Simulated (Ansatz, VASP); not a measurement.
## WC2: VASP beside Ansatz

```
CELL_PARAMETERS angstrom
3.37239 0.00000 0.00000
-1.68619 2.92057 0.00000
0.00000 0.00000 2.74374
ATOMIC_POSITIONS crystal
W 0.00000 0.00000 0.00000
C 0.33333 0.66667 0.50000
C 0.66667 0.33333 0.50000
```

Alike in both runs: task relaxation of cell and atoms; functional PBE; k mesh 15 × 15 × 16; occupations gaussian, width 0.1 eV; no spin polarisation.

|  | VASP | Ansatz |
| --- | --- | --- |
| version | VASP 6.6.1 | Ansatz 0.2.0 |
| potentials or method | VASP PAW PBE potentials, release 64 (W_sv, C), cutoff 600 eV | scalar-relativistic, plane waves, PAW |
| valence electrons in the cell | 22 | 22 |

Ansatz gave:

```
gap on the k mesh at the Fermi level, each at its own relaxed structure (eV) : none
relaxed volume (Å³/atom)                                                     : 8.98
relaxed cell length with the largest relative difference (Å)                 : 2.799
```

**Question.** Estimate VASP's values.

**Answer.** gap on the k mesh at the Fermi level, each at its own relaxed structure (eV): none; relaxed volume (Å³/atom): 9.00; relaxed cell length with the largest relative difference (Å): 2.802.

A gap of «none» marks a metal or a gap that the smearing closes.

Spin-orbit coupling is off throughout.
